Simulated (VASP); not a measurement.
# SrCl2 (Fm-3m) in VASP: a series of runs

SrCl2 is run at these levels: PBE; tasks: single point.

All numbers are computed with VASP 6.6.1; they aren't measurements. Logs are shortened: lines on timing, memory, paths and dates and some standing lists are left out, and cuts for length are marked.

### 1 The cell of the first run

It takes space group Fm-3m (No. 225, cubic). The conventional cell has a = 7.149 Å, b = 7.149 Å, c = 7.149 Å, α = 90.00°, β = 90.00°, γ = 90.00°. Within 4.1 Å of Sr (site symmetry m-3m) lie 8 Cl at 3.10 Å. Cl (site symmetry -43m) has 4 Sr at 3.10 Å and 6 Cl at 3.57 Å within 4.1 Å.

### 2 Single point, PBE (30.45 Å³/atom)

INCAR reads:

```
SYSTEM = SrCl2
PREC = Accurate
ENCUT = 520
EDIFF = 1E-6
ISMEAR = 0
SIGMA = 0.05
LREAL = .FALSE.
LASPH = .TRUE.
NELM = 100
ALGO = Normal
ISIF = 2
LWAVE = .FALSE.
LCHARG = .FALSE.
GGA = PE
NBANDS = 19
```

KPOINTS reads:

```
regular mesh
0
G
  6 6 6
  0 0 0
```

POSCAR reads:

```
SrCl2
1.0
    0.0000000000      3.5746678421      3.5746678421
    3.5746678421      0.0000000000      3.5746678421
    3.5746678421      3.5746678421      0.0000000000
Sr Cl
1 2
Direct
    0.0000000000      0.0000000000      0.0000000000
    0.2500000000      0.2500000000      0.2500000000
    0.7500000000      0.7500000000      0.7500000000
```

Potentials or basis: VASP PAW PBE potentials, release 64 (Sr_sv, Cl).

On the command line:

```
$ cat potpaw_PBE.64/Sr_sv/POTCAR potpaw_PBE.64/Cl/POTCAR > POTCAR
$ mpirun -np 1 vasp_std > vasp.out
```

OUTCAR:

```text
SYSTEM = SrCl2
   PREC = Accurate
   ENCUT = 520
   EDIFF = 1E-6
   ISMEAR = 0
   LREAL = .FALSE.
   LASPH = .TRUE.
   NELM = 100
   ISIF = 2
   GGA = PE

 ion  position               nearest neighbor table
   1  0.000  0.000  0.000-   3 3.10   3 3.10   3 3.10   2 3.10   3 3.10   2 3.10   2 3.10   2 3.10

   2  0.250  0.250  0.250-   1 3.10   1 3.10   1 3.10   1 3.10
   3  0.750  0.750  0.750-   1 3.10   1 3.10   1 3.10   1 3.10

  LATTYP: Found a face centered cubic cell.
 ALAT       =     7.1493356842

  Lattice vectors:

 A1 = (   0.0000000000,   3.5746678421,   3.5746678421)
 A2 = (   3.5746678421,   0.0000000000,   3.5746678421)
 A3 = (   3.5746678421,   3.5746678421,   0.0000000000)

Analysis of symmetry for initial positions (statically):
=====================================================================
 Subroutine PRICEL returns:
 Original cell was already a primitive cell.

 Routine SETGRP: Setting up the symmetry group for a
 face centered cubic supercell.

 Subroutine GETGRP returns: Found 48 space group operations
 (whereof 48 operations were pure point group operations)
 out of a pool of 48 trial point group operations.

The static configuration has the point symmetry O_h .

Analysis of symmetry for dynamics (positions and initial velocities):
=====================================================================
 Subroutine PRICEL returns:
 Original cell was already a primitive cell.

 Routine SETGRP: Setting up the symmetry group for a
 face centered cubic supercell.

 Subroutine GETGRP returns: Found 48 space group operations
 (whereof 48 operations were pure point group operations)
 out of a pool of 48 trial point group operations.

The dynamic configuration has the point symmetry O_h .

 Subroutine INISYM returns: Found 48 space group operations
 (whereof 48 operations are pure point group operations),
 and found     1 'primitive' translations

----------------------------------------------------------------------------------------

                                     Primitive cell

  volume of cell :      91.3560

  direct lattice vectors                    reciprocal lattice vectors
     0.000000000  3.574667842  3.574667842    -0.139873136  0.139873136  0.139873136
     3.574667842  0.000000000  3.574667842     0.139873136 -0.139873136  0.139873136
     3.574667842  3.574667842  0.000000000     0.139873136  0.139873136 -0.139873136

  length of vectors
     5.055343743  5.055343743  5.055343743     0.242267378  0.242267378  0.242267378

  position of ions in fractional coordinates (direct lattice)
     0.000000000  0.000000000  0.000000000
     0.250000000  0.250000000  0.250000000
     0.750000000  0.750000000  0.750000000

  ion indices of the primitive-cell ions
   primitive index   ion index
                 1           1
                 2           2
                 3           3

----------------------------------------------------------------------------------------

 KPOINTS: regular mesh

Automatic generation of k-mesh.
 Grid dimensions read from file:
 generate k-points for:    6    6    6

 Generating k-lattice:

  Cartesian coordinates                     Fractional coordinates (reciprocal lattice)
    -0.023312189  0.023312189  0.023312189     0.166666667  0.000000000  0.000000000
     0.023312189 -0.023312189  0.023312189     0.000000000  0.166666667  0.000000000
     0.023312189  0.023312189 -0.023312189     0.000000000  0.000000000  0.166666667

  Length of vectors
     0.040377896  0.040377896  0.040377896

  Shift w.r.t. Gamma in fractional coordinates (k-lattice)
     0.000000000  0.000000000  0.000000000

 Subroutine IBZKPT returns following result:
 ===========================================

 Found     16 irreducible k-points:

 Following reciprocal coordinates:
            Coordinates               Weight
  0.000000  0.000000  0.000000      1.000000
  0.166667  0.000000  0.000000      8.000000
  0.333333  0.000000  0.000000      8.000000
  0.500000  0.000000  0.000000      4.000000
  0.166667  0.166667  0.000000      6.000000
  0.333333  0.166667  0.000000     24.000000
[... 8 lines left out ...]
 -0.333333  0.333333  0.166667     24.000000
 -0.333333  0.500000  0.166667     12.000000
   k-points           NKPTS =     16   k-points in BZ     NKDIM =     16   number of bands    NBANDS=     19
   number of dos      NEDOS =    301   number of ions     NIONS =      3
   total plane-waves  NPLWV =  64000
   dimension x,y,z NGX =    40 NGY =   40 NGZ =   40
   dimension x,y,z NGXF=    80 NGYF=   80 NGZF=   80
   ions per type =               1   2
   NGX,Y,Z   is equivalent  to a cutoff of  13.15, 13.15, 13.15 a.u.
   NGXF,Y,Z  is equivalent  to a cutoff of  26.31, 26.31, 26.31 a.u.
 SYSTEM =  SrCl2
   PREC   = accura    normal or accurate (medium, high low for compatibility)
   ISTART =      0    job   : 0-new  1-cont  2-samecut
   ICHARG =      2    charge: 1-file 2-atom 10-const
   ISPIN  =      1    spin polarized calculation?
   LNONCOLLINEAR =      F non collinear calculations
   LSORBIT =      F    spin-orbit coupling
   LASPH  =      T    aspherical Exc in radial PAW
   ENCUT  =  520.0 eV  38.22 Ry    6.18 a.u.   9.40  9.40  9.40*2*pi/ulx,y,z
   NELM   =    100;   NELMIN=  2; NELMDL= -5     # of ELM steps
   EDIFF  = 0.1E-05   stopping-criterion for ELM
   LREAL  =      F    real-space projection
   EDIFFG = 0.1E-04   stopping-criterion for IOM
   NSW    =      0    number of steps for IOM
   IBRION =     -1    ionic relax: 0-MD 1-quasi-New 2-CG
   NFREE  =      0    steps in history (QN), initial steepest desc. (CG)
   ISIF   =      2    stress and relaxation
   ISYM   =      2    0-nonsym 1-usesym 2-fastsym
   POTIM  = 0.5000    time-step for ionic-motion
   TEBEG  =    0.0;   TEEND  =   0.0 temperature during run
   PSTRESS=    0.0 pullay stress
   NELECT =      24.0000    total number of electrons
   NUPDOWN=      -1.0000    fix difference up-down
   EMIN   =  10.00;   EMAX   =-10.00  energy-range for DOS
   EFERMI =   0.00;   METHOD = LEGACY
   ISMEAR =     0;   SIGMA  =   0.05  broadening in eV -4-tet -1-fermi 0-gaus
   EFERMI_NEDOS =   21; number of points for ismear=-14 and -15
   IALGO  =     38    algorithm
   IMIX   =      4    mixing-type and parameters
     AMIX     =   0.40;   BMIX     =  1.00
     AMIX_MAG =   1.60;   BMIX_MAG =  1.00
  volume/ion in A,a.u.               =      30.45       205.50
  Fermi-wavevector in a.u.,A,eV,Ry     =   1.048495  1.981368 14.957443  1.099341
  Thomas-Fermi vector in A             =   2.183419
   LORBIT       =      0    0 simple, 1 ext, 2 COOP (PROOUT), +10 PAW based schemes
   GGA     = PE    functional components
   LHFCALC =     F    Hartree Fock is set to
   AEXX    =    0.0000 exact exchange contribution
   IVDW    =     0    specifies the selected vdW correction
   LEPSILON=     F    determine dielectric tensor
   LRPA    =     F    only Hartree local field effects (RPA)
 non-spin polarized calculation
 Gauss-broadening in eV      SIGMA  =   0.05
  energy-cutoff  :      520.00
  volume of cell :       91.36
 maximum number of plane-waves:      2485
 NGX is ok and might be reduce to    40
   NGX = 19   NGY = 19   NGZ = 19

 number of electron      23.9999997 magnetization

 Free energy of the ion-electron system (eV)
  ---------------------------------------------------
  ext. energy  EPLUGINS =         0.00000000
  ---------------------------------------------------
  free energy    TOTEN  =       -12.77579670 eV

  energy without entropy =      -12.77579670  energy(sigma->0) =      -12.77579670

 E-fermi :  -0.0961     XC(G=0):  -7.9719

 val. band max:       -0.3064017424   @ k =   0.5000   0.5000   0.0000
 cond. band min:       4.7522401769   @ k =   0.0000   0.0000   0.0000
 fundamental gap:      5.0586419193
 Fermi energy:        -0.0960903179

 k-point     1 :       0.0000    0.0000    0.0000
  band No.  band energies     occupation
      1     -33.4458      2.00000
      2     -15.4076      2.00000
      3     -15.4076      2.00000
      4     -15.4076      2.00000
      5     -13.3964      2.00000
      6     -12.6863      2.00000
[... 11 lines left out ...]
     18       8.6000      0.00000
     19       8.6003      0.00000

 k-point     2 :       0.1667    0.0000    0.0000
  band No.  band energies     occupation
      1     -33.4453      2.00000
      2     -15.4578      2.00000
      3     -15.4100      2.00000
      4     -15.4100      2.00000
      5     -13.2924      2.00000
      6     -12.7338      2.00000
[... 11 lines left out ...]
     18       8.1701      0.00000
     19       9.1090      0.00000

 k-point     3 :       0.3333    0.0000    0.0000
  band No.  band energies     occupation
      1     -33.4443      2.00000
      2     -15.5453      2.00000
      3     -15.4146      2.00000
      4     -15.4146      2.00000
      5     -13.1136      2.00000
      6     -12.8068      2.00000
[... 11 lines left out ...]
     18       7.9762      0.00000
     19       8.4594      0.00000

 k-point     4 :       0.5000    0.0000    0.0000
  band No.  band energies     occupation
      1     -33.4438      2.00000
      2     -15.5840      2.00000
      3     -15.4170      2.00000
      4     -15.4170      2.00000
      5     -13.0583      2.00000
      6     -12.8112      2.00000
[... 231 lines left out ...]
     18       7.9884      0.00000
     19       9.1395      0.00000

 k-point    15 :      -0.3333    0.3333    0.1667
  band No.  band energies     occupation
      1     -33.4433      2.00000
      2     -15.5442      2.00000
      3     -15.5022      2.00000
      4     -15.4254      2.00000
      5     -12.9294      2.00000
      6     -12.8686      2.00000
[... 11 lines left out ...]
     18       8.3729      0.00000
     19       9.2844      0.00000

 k-point    16 :      -0.3333    0.5000    0.1667
  band No.  band energies     occupation
      1     -33.4432      2.00000
      2     -15.5763      2.00000
      3     -15.4802      2.00000
      4     -15.4300      2.00000
      5     -12.9105      2.00000
      6     -12.8666      2.00000
[... 11 lines left out ...]
     18       8.7282      0.00000
     19       9.2943      0.00000

------------------------ aborting loop because EDIFF is reached ----------------------------------------

  FORCE on cell =-STRESS in cart. coord.  units (eV):
  Direction    XX          YY          ZZ          XY          YZ          ZX
  --------------------------------------------------------------------------------------
  -------------------------------------------------------------------------------------
  Total       -0.7600791     -0.7600791     -0.7600791      0.0000000      0.0000000      0.0000000
  in kB      -13.3300655    -13.3300655    -13.3300655      0.0000000      0.0000000      0.0000000
  external PRESSURE =     -13.3300655 kB  Pullay stress =       0.0000000 kB

 VOLUME and BASIS-vectors are now :
 -----------------------------------------------------------------------------
  energy-cutoff  :      520.00
  volume of cell :       91.36
      direct lattice vectors                 reciprocal lattice vectors
     0.000000000  3.574667842  3.574667842    -0.139873136  0.139873136  0.139873136
     3.574667842  0.000000000  3.574667842     0.139873136 -0.139873136  0.139873136
     3.574667842  3.574667842  0.000000000     0.139873136  0.139873136 -0.139873136

 POSITION                                       TOTAL-FORCE (eV/Angst)
 -----------------------------------------------------------------------------------
      0.00000      0.00000      0.00000         0.000000      0.000000      0.000000
      1.78733      1.78733      1.78733         0.000000      0.000000      0.000000
      5.36200      5.36200      5.36200        -0.000000     -0.000000     -0.000000
 -----------------------------------------------------------------------------------
    total drift:                               -0.000000     -0.000000      0.000000

  FREE ENERGIE OF THE ION-ELECTRON SYSTEM (eV)
  ---------------------------------------------------
  free  energy   TOTEN  =       -12.7757966978 eV

  energy  without entropy=      -12.7757966978  energy(sigma->0) =      -12.77579670
```

Wall time 38 s (1 thread of Intel Xeon Platinum 8259CL at 2.50GHz (Skylake/Cascade Lake), shared host); peak memory 0.24 GiB.

What came out:

```yaml
Free_energy: -12.7758 eV
Pressure: -1.3 GPa
Band_gap_on_the_k_mesh: 5.06 eV (least direct gap 5.37 eV)
```

### 3 Single point, PBE (31.38 Å³/atom)

This run uses another cell than the first one, of 31.38 Å³/atom.

INCAR reads:

```
SYSTEM = SrCl2
PREC = Accurate
ENCUT = 520
EDIFF = 1E-6
ISMEAR = 0
SIGMA = 0.05
LREAL = .False.
LASPH = .True.
NELM = 100
ALGO = Normal
ISIF = 2
LWAVE = .False.
LCHARG = .False.
GGA = PE
NBANDS = 19
```

KPOINTS reads:

```
regular mesh
0
Gamma
  6 6 6
  0 0 0
```

POSCAR reads:

```
SrCl2
1.0
    0.0000000000      3.6106935130      3.6106935130
    3.6106935130      0.0000000000      3.6106935130
    3.6106935130      3.6106935130      0.0000000000
Sr Cl
1 2
Direct
    0.0000000000      0.0000000000      0.0000000000
    0.2500000000      0.2500000000      0.2500000000
    0.7500000000      0.7500000000      0.7500000000
```

Potentials or basis: VASP PAW PBE potentials, release 64 (Sr_sv, Cl).

On the command line:

```
$ cat potpaw_PBE.64/Sr_sv/POTCAR potpaw_PBE.64/Cl/POTCAR > POTCAR
$ mpirun -np 1 vasp_std > vasp.out
```

Run time: 38 s. Hardware: 1 thread of Intel Xeon Platinum 8259CL at 2.50GHz (Skylake/Cascade Lake), shared host; peak memory 0.24 GiB.

The run converged. Its results:

```
Free energy            : -12.7464 eV
Pressure               : -2.1 GPa
Band gap on the k mesh : 4.95 eV (least direct gap 5.24 eV)
```

Levels at points of the mesh, in eV from the valence-band top:
```
           k point  band 9  band 10  band 11  band 12  band 13  band 14  band 15  band 16
(0.00, 0.00, 0.00)   -1.79    -0.30    -0.30    -0.30     4.95     6.09     6.09     8.70
(0.50, 0.00, 0.00)   -1.30    -1.14    -0.92    -0.92     6.59     6.59     7.12     7.69
(0.50, 0.50, 0.00)   -1.64    -0.33    -0.33     0.00     5.52     6.75     7.32     7.67
```
